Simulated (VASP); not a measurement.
# CuO (Cc) in VASP: a series of runs

CuO is run at these levels: PBE+U; tasks: single point.

Program: VASP 6.6.1. These are calculated values, not measurements. Logs are shortened: lines on timing, memory, paths and dates and some standing lists are left out, and cuts for length are marked.

### 1 The cell of the first run

The structure is monoclinic, space group Cc (No. 9). The conventional cell has a = 4.689 Å, b = 3.427 Å, c = 5.132 Å, α = 90.00°, β = 99.65°, γ = 90.00°. Within 2.5 Å of Cu (site symmetry 1) lie 4 O at 1.91 to 2.02 Å. Within 2.5 Å of O (site symmetry 1) lie 4 Cu at 1.91 to 2.02 Å.

### 2 Single point, PBE+U, collinear spin

INCAR

```
SYSTEM = CuO
PREC = Accurate
ENCUT = 520
EDIFF = 1E-6
ISMEAR = -1
SIGMA = 0.05
LREAL = .False.
LASPH = .True.
NELM = 150
ALGO = Normal
ISIF = 2
LWAVE = .False.
LCHARG = .False.
ISPIN = 2
MAGMOM = 1 -1 0 0
LORBIT = 11
LMAXMIX = 4
LDAU = .True.
LDAUTYPE = 2
LDAUL = 2 -1
LDAUU = 4 0
LDAUJ = 0 0
LDAUPRINT = 1
GGA = PE
NBANDS = 29
```

KPOINTS

```
Automatic mesh
0
Gamma
  7 7 4
  0 0 0
```

POSCAR

```
CuO
1.0
    2.3446500000     -1.7134000000      0.0000000000
    2.3446500000      1.7134000000      0.0000000000
   -0.8605500000      0.0000000000      5.0594400000
Cu O
2 2
Direct
    0.0032000000      0.4968000000      0.0000000000
    0.4968000000      0.0032000000      0.5000000000
    0.5714000000      0.4056000000      0.2537000000
    0.4056000000      0.5714000000      0.7537000000
```

Potentials or basis: VASP PAW PBE potentials, release 64 (Cu, O).

Command:

```
$ cat potpaw_PBE.64/Cu/POTCAR potpaw_PBE.64/O/POTCAR > POTCAR
$ mpirun -np 1 vasp_std > vasp.out
```

OUTCAR:

```text
SYSTEM = CuO
   PREC = Accurate
   ENCUT = 520
   EDIFF = 1E-6
   ISMEAR = -1
   LREAL = .False.
   LASPH = .True.
   NELM = 150
   ISIF = 2
   ISPIN = 2
   LORBIT = 11
   GGA = PE

 ion  position               nearest neighbor table
   1  0.003  0.497  0.000-   4 1.91   3 1.93   4 1.98   3 2.02
   2  0.497  0.003  0.500-   3 1.91   4 1.93   3 1.98   4 2.02
   3  0.571  0.406  0.254-   2 1.91   1 1.93   2 1.98   1 2.02
   4  0.406  0.571  0.754-   1 1.91   2 1.93   1 1.98   2 2.02

  LATTYP: Found a base centered monoclinic cell.
 ALAT       =     4.6893000000
 B/A-ratio  =     0.7307700510
 C/A-ratio  =     1.0944283424
 COS(beta)  =    -0.1676798048

  Lattice vectors:

 A1 = (   2.3446500000,  -1.7134000000,   0.0000000000)
 A2 = (   2.3446500000,   1.7134000000,   0.0000000000)
 A3 = (  -0.8605500000,   0.0000000000,   5.0594400000)

Analysis of symmetry for initial positions (statically):
=====================================================================
 Subroutine PRICEL returns:
 Original cell was already a primitive cell.

 Routine SETGRP: Setting up the symmetry group for a
 base centered monoclinic supercell.

 Subroutine GETGRP returns: Found  2 space group operations
 (whereof  1 operations were pure point group operations)
 out of a pool of  4 trial point group operations.

The static configuration has the point symmetry C_1 .
 The point group associated with its full space group is C_1h.

Analysis of symmetry for dynamics (positions and initial velocities):
=====================================================================
 Subroutine PRICEL returns:
 Original cell was already a primitive cell.

 Routine SETGRP: Setting up the symmetry group for a
 base centered monoclinic supercell.

 Subroutine GETGRP returns: Found  2 space group operations
 (whereof  1 operations were pure point group operations)
 out of a pool of  4 trial point group operations.

The dynamic configuration has the point symmetry C_1 .
 The point group associated with its full space group is C_1h.

Analysis of structural, dynamic, and magnetic symmetry:
=====================================================================
 Subroutine PRICEL returns:
 Original cell was already a primitive cell.

 Routine SETGRP: Setting up the symmetry group for a
 base centered monoclinic supercell.

 Subroutine GETGRP returns: Found  2 space group operations
 (whereof  1 operations were pure point group operations)
 out of a pool of  4 trial point group operations.

The overall configuration has the point symmetry C_1 .
 The point group associated with its full space group is C_1h.

 Subroutine INISYM returns: Found  2 space group operations
 (whereof  1 operations are pure point group operations),
 and found     1 'primitive' translations

----------------------------------------------------------------------------------------

                                     Primitive cell

  volume of cell :      40.6508

  direct lattice vectors                    reciprocal lattice vectors
     2.344650000 -1.713400000  0.000000000     0.213251445 -0.291817439  0.036271510
     2.344650000  1.713400000  0.000000000     0.213251445  0.291817439  0.036271510
    -0.860550000  0.000000000  5.059440000     0.000000000  0.000000000  0.197650333

  length of vectors
     2.903984019  2.903984019  5.132102826     0.363248151  0.363248151  0.197650333

  position of ions in fractional coordinates (direct lattice)
     0.003200000  0.496800000  0.000000000
     0.496800000  0.003200000  0.500000000
     0.571400000  0.405600000  0.253700000
     0.405600000  0.571400000  0.753700000

  ion indices of the primitive-cell ions
   primitive index   ion index
                 1           1
                 2           2
                 3           3
                 4           4

----------------------------------------------------------------------------------------

 KPOINTS: Automatic mesh

Automatic generation of k-mesh.
 Grid dimensions read from file:
 generate k-points for:    7    7    4

 Generating k-lattice:
[... 41 lines left out ...]
  o =  0.9695  v =  0.0000  0.0000  0.0000  0.0000  0.0000  0.1138 -0.7935  0.3058  0.3823 -0.3431      0.0000  0.0000  0.0000  0.0000  0.0000  0.0000  0.0000  0.0000  0.0000  0.0000
  o =  0.9707  v = -0.0442  0.6070 -0.3609 -0.5702 -0.4174  0.0000  0.0000  0.0000  0.0000  0.0000      0.0000  0.0000  0.0000  0.0000  0.0000  0.0000  0.0000  0.0000  0.0000  0.0000
  o =  0.9714  v =  0.1580 -0.4833  0.0722  0.0545 -0.8563  0.0000  0.0000  0.0000  0.0000  0.0000      0.0000  0.0000  0.0000  0.0000  0.0000  0.0000  0.0000  0.0000  0.0000  0.0000
  o =  0.9765  v =  0.0000  0.0000  0.0000  0.0000  0.0000 -0.4848  0.2488  0.8226 -0.1068 -0.1223      0.0000  0.0000  0.0000  0.0000  0.0000  0.0000  0.0000  0.0000  0.0000  0.0000
  o =  0.9781  v =  0.4802 -0.2101 -0.8247  0.1532  0.1474  0.0000  0.0000  0.0000  0.0000  0.0000      0.0000  0.0000  0.0000  0.0000  0.0000  0.0000  0.0000  0.0000  0.0000  0.0000
  o =  1.0131  v =  0.0000  0.0000  0.0000  0.0000  0.0000  0.1223  0.5146 -0.0195  0.8038 -0.2714      0.0000  0.0000  0.0000  0.0000  0.0000  0.0000  0.0000  0.0000  0.0000  0.0000

 number of electron      33.9999999 magnetization      -0.0000000

 Free energy of the ion-electron system (eV)
  ---------------------------------------------------
  ext. energy  EPLUGINS =         0.00000000
  ---------------------------------------------------
  free energy    TOTEN  =       -17.20031928 eV

  energy without entropy =      -17.20026611  energy(sigma->0) =      -17.20029270

 E-fermi :   5.4325     XC(G=0): -11.8470

 val. band max:        5.1388537181   @ k =   0.0000   0.0000   0.0000
 cond. band min:       5.7424519853   @ k =   0.2857   0.1429   0.5000
 fundamental gap:      0.6035982672
 Fermi energy:         5.4325485392

 spin component 1

 k-point     1 :       0.0000    0.0000    0.0000
  band No.  band energies     occupation
      1     -14.0441      1.00000
      2     -12.6813      1.00000
      3      -2.6973      1.00000
      4      -1.3560      1.00000
      5       0.1823      1.00000
      6       0.6739      1.00000
[... 1529 lines left out ...]
     28      23.7465      0.00000
     29      25.5997      0.00000

 [... further k-points ...]
[... 5 lines left out ...]
  --------------------------------------------------------------------------------------
  -------------------------------------------------------------------------------------
  Total        0.9052708      1.0409375      1.1372748      0.0000000      0.0000000     -0.1884601
  in kB       35.6795911     41.0266459     44.8236045      0.0000000      0.0000000     -7.4278094
  external PRESSURE =      40.5099472 kB  Pullay stress =       0.0000000 kB

 VOLUME and BASIS-vectors are now :
 -----------------------------------------------------------------------------
  energy-cutoff  :      520.00
  volume of cell :       40.65
      direct lattice vectors                 reciprocal lattice vectors
     2.344650000 -1.713400000  0.000000000     0.213251445 -0.291817439  0.036271510
     2.344650000  1.713400000  0.000000000     0.213251445  0.291817439  0.036271510
    -0.860550000  0.000000000  5.059440000     0.000000000  0.000000000  0.197650333

 POSITION                                       TOTAL-FORCE (eV/Angst)
 -----------------------------------------------------------------------------------
      1.17233      0.84573      0.00000        -0.643089      0.306271      0.288522
      0.74205     -0.84573      2.52972        -0.643089     -0.306271      0.288522
      2.07240     -0.28408      1.28358         0.643089      0.094705     -0.288522
      1.64213      0.28408      3.81330         0.643089     -0.094705     -0.288522
 -----------------------------------------------------------------------------------
    total drift:                               -0.000569      0.000000     -0.000380

  FREE ENERGIE OF THE ION-ELECTRON SYSTEM (eV)
  ---------------------------------------------------
  free  energy   TOTEN  =       -17.2003192832 eV

  energy  without entropy=      -17.2002661068  energy(sigma->0) =      -17.20029270

 total charge

# of ion       s       p       d       tot
------------------------------------------
    1        0.376   0.388   9.160   9.925
    2        0.376   0.388   9.160   9.925
    3        1.562   3.427   0.000   4.989
    4        1.562   3.427   0.000   4.989
--------------------------------------------------
tot          3.876   7.631  18.321  29.828

 magnetization (x)

# of ion       s       p       d       tot
------------------------------------------
    1       -0.006  -0.007   0.584   0.571
    2        0.006   0.007  -0.584  -0.571
    3       -0.000  -0.004   0.000  -0.004
    4        0.000   0.004   0.000   0.004
--------------------------------------------------
tot          0.000   0.000   0.000   0.000
```

Wall time 64 s (1 thread of Intel Xeon 6975P-C (Granite Rapids), shared host); peak memory 0.23 GiB.

What came out:

* Free energy: -17.2003 eV
* Pressure: 4.1 GPa
* Largest force: 0.769 eV/Å
* Band gap on the k mesh: 0.60 eV (least direct gap 0.89 eV)
* Net moment: 0.00 μB per cell
* Site moments: Cu +0.57, -0.57; O -0.00, +0.00 μB
* Valence electrons inside the program's atomic spheres: Cu 9.93; O 4.99

Forces in eV/Å, atoms in the order of the input:
```
Cu  -0.643  0.306  0.289
Cu  -0.643 -0.306  0.289
O    0.643  0.095 -0.289
O    0.643 -0.095 -0.289
```

Levels at points of the mesh, in eV from the valence-band top:
Spin up:
| k point | band 15 | band 16 | band 17 | band 18 | band 19 | band 20 |
| --- | --- | --- | --- | --- | --- | --- |
| (0.00, 0.00, 0.00) | -2.15 | -1.82 | 0.00 | 1.83 | 2.05 | 6.66 |
| (0.00, 0.00, 0.50) | -1.53 | -1.47 | -0.33 | 1.59 | 4.32 | 4.42 |
Spin down:
```csv
k point,band 14,band 15,band 16,band 17,band 18,band 19,band 20,band 21
"(0.00, 0.00, 0.00)",-2.33,-2.15,-1.82,0.00,1.83,2.05,6.66,8.63
"(0.00, 0.00, 0.50)",-2.88,-1.53,-1.47,-0.33,1.59,4.32,4.42,12.15
```

Eigenvalues of the final occupation matrices:
```tsv
site	spin	trace	eigenvalues
site 1 d	1	4.88	0.96 0.97 0.97 0.98 1.01
site 1 d	2	4.30	0.42 0.95 0.97 0.97 0.98
site 2 d	1	4.30	0.42 0.95 0.97 0.97 0.98
site 2 d	2	4.88	0.96 0.97 0.97 0.98 1.01
```

Caveat: the cell stands under pressure; semilocal functionals underestimate gaps, and a narrow one can read as zero.

### 3 Single point, PBE+U, collinear spin

INCAR

```
ALGO = Normal
EDIFF = 1E-7
ENCUT = 520
GGA = PE
ISIF = 2
ISMEAR = -1
ISPIN = 2
ISYM = 0
LASPH = True
LCHARG = False
LDAU = True
LDAUJ = 0 0
LDAUL = 2 -1
LDAUPRINT = 1
LDAUTYPE = 2
LDAUU = 4 0
LMAXMIX = 4
LORBIT = 11
LREAL = False
LWAVE = False
MAGMOM = 0.58 -0.58 0 0
NBANDS = 29
NELM = 150
PREC = Accurate
SIGMA = 0.05
```

KPOINTS

```
k-points
0
Gamma
  7 7 4
```

POSCAR is that of step 2.

Potentials or basis: VASP PAW PBE potentials, release 64 (Cu, O).

Command:

```
$ cat potpaw_PBE.64/Cu/POTCAR potpaw_PBE.64/O/POTCAR > POTCAR
$ mpirun -np 1 vasp_std > vasp.out
```

It took 97 s on 1 thread of Intel Xeon 6975P-C (Granite Rapids), shared host; peak memory 0.29 GiB.

It converged, with:

| Property | Result |
| --- | --- |
| Free energy | -17.2003 eV |
| Pressure | 4.1 GPa |
| Largest force | 0.769 eV/Å |
| Band gap on the k mesh | 0.60 eV (least direct gap 0.89 eV) |
| Net moment | 0.00 μB per cell |
| Site moments | Cu +0.57, -0.57; O -0.00, +0.00 μB |
| Valence electrons inside the program's atomic spheres | Cu 9.93; O 4.99 |

Forces on the atoms (eV/Å):
```
Cu  -0.643  0.306  0.289
Cu  -0.643 -0.306  0.289
O    0.643  0.095 -0.289
O    0.643 -0.095 -0.289
```

Stress tensor (GPa, compression positive):
```
 3.61  0.00 -0.74
 0.00  4.14  0.00
-0.74  0.00  4.52
```

Levels at points of the mesh, in eV from the valence-band top:
Spin up:
```
           k point  band 13  band 14  band 15  band 16  band 17  band 18  band 19  band 20  band 21  band 22
(0.00, 0.00, 0.00)    -2.66    -2.33    -2.15    -1.82     0.00     1.83     2.05     6.66     8.63    13.95
(0.00, 0.00, 0.50)    -3.03    -2.88    -1.53    -1.47    -0.33     1.59     4.32     4.42    12.15    12.17
```
Spin down:
```tsv
k point	band 13	band 14	band 15	band 16	band 17	band 18	band 19	band 20	band 21	band 22
(0.00, 0.00, 0.00)	-2.66	-2.33	-2.15	-1.82	0.00	1.83	2.05	6.66	8.63	13.95
(0.00, 0.00, 0.50)	-3.03	-2.88	-1.53	-1.47	-0.33	1.59	4.32	4.42	12.15	12.17
```

Eigenvalues of the final occupation matrices:
```
    site  spin  trace               eigenvalues
site 1 d     1   4.88  0.96 0.97 0.97 0.98 1.01
site 1 d     2   4.30  0.42 0.95 0.97 0.97 0.98
site 2 d     1   4.30  0.42 0.95 0.97 0.97 0.98
site 2 d     2   4.88  0.96 0.97 0.97 0.98 1.01
```

Caveat: the cell stands under pressure; semilocal functionals underestimate gaps, and a narrow one can read as zero.

### 4 Single point, PBE+U, collinear spin

INCAR

```
SYSTEM = CuO
PREC = Accurate
ENCUT = 520
EDIFF = 1E-6
ISMEAR = -1
SIGMA = 0.05
LREAL = .FALSE.
LASPH = .TRUE.
NELM = 150
ALGO = Normal
ISIF = 2
LWAVE = .FALSE.
LCHARG = .TRUE.
ISPIN = 2
MAGMOM = 0.58 -0.58 0 0
LORBIT = 11
LMAXMIX = 4
LDAU = .TRUE.
LDAUTYPE = 2
LDAUL = 2 -1
LDAUU = 4 0
LDAUJ = 0 0
LDAUPRINT = 1
GGA = PE
LELF = .TRUE.
LVHAR = .TRUE.
ISYM = 0
NBANDS = 29
```

KPOINTS

```
regular mesh
0
G
  7 7 4
  0 0 0
```

POSCAR is that of step 3.

Command:

```
$ cat potpaw_PBE.64/Cu/POTCAR potpaw_PBE.64/O/POTCAR > POTCAR
$ mpirun -np 1 vasp_std > vasp.out
```

Run time: 1.9 min. Hardware: 1 thread of Intel Xeon 6975P-C (Granite Rapids), shared host; peak memory 0.29 GiB.

It converged, with:

```
Free energy                                           : -17.2003 eV
Pressure                                              : 4.1 GPa
Largest force                                         : 0.769 eV/Å
Band gap on the k mesh                                : 0.60 eV (least direct gap 0.89 eV)
Net moment                                            : 0.00 μB per cell
Site moments                                          : Cu +0.57, -0.57; O -0.00, +0.00 μB
Valence electrons inside the program's atomic spheres : Cu 9.93; O 4.99
```

Forces on the atoms (eV/Å):
```
Cu  -0.643  0.306  0.289
Cu  -0.643 -0.306  0.289
O    0.643  0.095 -0.289
O    0.643 -0.095 -0.289
```

Stress tensor (GPa, compression positive):
```
 3.65  0.00 -0.74
 0.00  4.19  0.00
-0.74  0.00  4.56
```

Levels at points of the mesh, in eV from the valence-band top:
Spin up:
```tsv
k point	band 13	band 14	band 15	band 16	band 17	band 18	band 19	band 20	band 21	band 22
(0.00, 0.00, 0.00)	-2.66	-2.33	-2.15	-1.82	0.00	1.83	2.05	6.66	8.63	13.95
(0.00, 0.00, 0.50)	-3.03	-2.88	-1.53	-1.47	-0.33	1.59	4.32	4.42	12.15	12.17
```
Spin down:
```csv
k point,band 14,band 15,band 16,band 17,band 18,band 19,band 20,band 21
"(0.00, 0.00, 0.00)",-2.33,-2.15,-1.82,0.00,1.83,2.05,6.66,8.63
"(0.00, 0.00, 0.50)",-2.88,-1.53,-1.47,-0.33,1.59,4.32,4.42,12.15
```

Eigenvalues of the final occupation matrices:
```csv
site,spin,trace,eigenvalues
site 1 d,1,4.88,0.96 0.97 0.97 0.98 1.01
site 1 d,2,4.30,0.42 0.95 0.97 0.97 0.98
site 2 d,1,4.30,0.42 0.95 0.97 0.97 0.98
site 2 d,2,4.88,0.96 0.97 0.97 0.98 1.01
```

Caveat: the cell stands under pressure; semilocal functionals underestimate gaps, and a narrow one can read as zero. A k mesh can miss the band edges.

### 5 Single point, PBE+U, collinear spin

INCAR

```
SYSTEM = CuO
ALGO = Normal
EDIFF = 1E-7
ENCUT = 520
GGA = PE
ISIF = 2
ISMEAR = -1
ISPIN = 2
LASPH = .True.
LCHARG = .False.
LDAU = .True.
LDAUJ = 0 0
LDAUL = 2 -1
LDAUPRINT = 1
LDAUTYPE = 2
LDAUU = 4 0
LMAXMIX = 4
LORBIT = 11
LREAL = .False.
LWAVE = .False.
MAGMOM = 1 0 0 0
NBANDS = 29
NELM = 150
PREC = Accurate
SIGMA = 0.05
```

KPOINTS

```
k-points
0
Gamma
  7 7 4
  0 0 0
```

POSCAR is that of step 4.

Command:

```
$ cat potpaw_PBE.64/Cu/POTCAR potpaw_PBE.64/O/POTCAR > POTCAR
$ mpirun -np 1 vasp_std > vasp.out
```

Wall time 7 min (1 thread of Oxide Virtual Turin-like, shared host); peak memory 0.26 GiB.

The run converged. Its results:

```
Free energy                                           : -17.2003 eV
Pressure                                              : 4.1 GPa
Largest force                                         : 0.769 eV/Å
Band gap on the k mesh                                : 0.60 eV (least direct gap 0.89 eV)
Net moment                                            : 0.00 μB per cell
Site moments                                          : Cu +0.57, -0.57; O -0.00, +0.00 μB
Valence electrons inside the program's atomic spheres : Cu 9.93; O 4.99
```

Forces on the atoms (eV/Å):
```
Cu  -0.643  0.306  0.289
Cu  -0.643 -0.306  0.288
O    0.643  0.095 -0.289
O    0.643 -0.095 -0.288
```

Stress tensor (GPa, compression positive):
```
 3.61  0.00 -0.74
 0.00  4.14  0.00
-0.74  0.00  4.52
```

Levels at points of the mesh, in eV from the valence-band top:
Spin up:
```
           k point  band 14  band 15  band 16  band 17  band 18  band 19  band 20  band 21
(0.00, 0.00, 0.00)    -2.33    -2.15    -1.82     0.00     1.83     2.05     6.66     8.63
(0.00, 0.00, 0.50)    -2.88    -1.53    -1.47    -0.33     1.59     4.32     4.42    12.15
```
Spin down:
```
           k point  band 13  band 14  band 15  band 16  band 17  band 18  band 19  band 20  band 21  band 22
(0.00, 0.00, 0.00)    -2.66    -2.33    -2.15    -1.82     0.00     1.83     2.05     6.66     8.63    13.95
(0.00, 0.00, 0.50)    -3.03    -2.88    -1.53    -1.47    -0.33     1.59     4.32     4.42    12.15    12.17
```

Eigenvalues of the final occupation matrices:
| site | spin | trace | eigenvalues |
| --- | --- | --- | --- |
| site 1 d | 1 | 4.88 | 0.96 0.97 0.97 0.98 1.01 |
| site 1 d | 2 | 4.30 | 0.42 0.95 0.97 0.97 0.98 |
| site 2 d | 1 | 4.30 | 0.42 0.95 0.97 0.97 0.98 |
| site 2 d | 2 | 4.88 | 0.96 0.97 0.97 0.98 1.01 |

Caveat: the cell stands under pressure; semilocal functionals underestimate gaps, and a narrow one can read as zero. A k mesh can miss the band edges.

### 6 Single point, PBE+U, collinear spin

INCAR

```
SYSTEM = CuO
  PREC = Accurate
  ENCUT = 520
  EDIFF = 1E-6
  ISMEAR = -1
  SIGMA = 0.05
  LREAL = .FALSE.
  LASPH = .TRUE.
  NELM = 150
  ALGO = Normal
  ISIF = 2
  LWAVE = .FALSE.
  LCHARG = .FALSE.
  ISPIN = 2
  MAGMOM = 1 -1 0 0
  LORBIT = 11
  LMAXMIX = 4
  LDAU = .TRUE.
  LDAUTYPE = 2
  LDAUL = 2 -1
  LDAUU = 4 0
  LDAUJ = 0 0
  LDAUPRINT = 1
  GGA = PE
  ISYM = 0
  NBANDS = 29
```

KPOINTS

```
regular mesh
0
G
  7 7 4
  0 0 0
```

POSCAR is that of step 5.

Potentials or basis: VASP PAW PBE potentials, release 64 (Cu, O).

Command:

```
$ cat potpaw_PBE.64/Cu/POTCAR potpaw_PBE.64/O/POTCAR > POTCAR
$ mpirun -np 1 vasp_std > vasp.out
```

It took 5.9 min on 1 thread of Oxide Virtual Turin-like, shared host; peak memory 0.26 GiB.

It converged, with:

```yaml
Free_energy: -17.2003 eV
Pressure: 4.1 GPa
Largest_force: 0.769 eV/Å
Band_gap_on_the_k_mesh: 0.60 eV (least direct gap 0.89 eV)
Net_moment: 0.00 μB per cell
Site_moments: Cu +0.57, -0.57; O -0.00, +0.00 μB
Valence_electrons_inside_the_program's_atomic_spheres: Cu 9.93; O 4.99
```

Forces in eV/Å, atoms in the order of the input:
```
Cu  -0.643  0.306  0.289
Cu  -0.643 -0.306  0.289
O    0.643  0.095 -0.288
O    0.643 -0.095 -0.289
```

Stress tensor (GPa, compression positive):
```
 3.57  0.00 -0.74
 0.00  4.10  0.00
-0.74  0.00  4.48
```

Levels at points of the mesh, in eV from the valence-band top:
Spin up:
```csv
k point,band 13,band 14,band 15,band 16,band 17,band 18,band 19,band 20,band 21,band 22
"(0.00, 0.00, 0.00)",-2.66,-2.33,-2.15,-1.82,0.00,1.83,2.05,6.66,8.63,13.95
"(0.00, 0.00, 0.50)",-3.03,-2.88,-1.53,-1.47,-0.33,1.59,4.32,4.42,12.15,12.17
```
Spin down:
| k point | band 15 | band 16 | band 17 | band 18 | band 19 | band 20 |
| --- | --- | --- | --- | --- | --- | --- |
| (0.00, 0.00, 0.00) | -2.15 | -1.82 | 0.00 | 1.83 | 2.05 | 6.66 |
| (0.00, 0.00, 0.50) | -1.53 | -1.47 | -0.33 | 1.59 | 4.32 | 4.42 |

Eigenvalues of the final occupation matrices:
| site | spin | trace | eigenvalues |
| --- | --- | --- | --- |
| site 1 d | 1 | 4.88 | 0.96 0.97 0.97 0.98 1.01 |
| site 1 d | 2 | 4.30 | 0.42 0.95 0.97 0.97 0.98 |
| site 2 d | 1 | 4.30 | 0.42 0.95 0.97 0.97 0.98 |
| site 2 d | 2 | 4.88 | 0.96 0.97 0.97 0.98 1.01 |

Caveat: the cell stands under pressure; semilocal functionals underestimate gaps, and a narrow one can read as zero. A k mesh can miss the band edges.
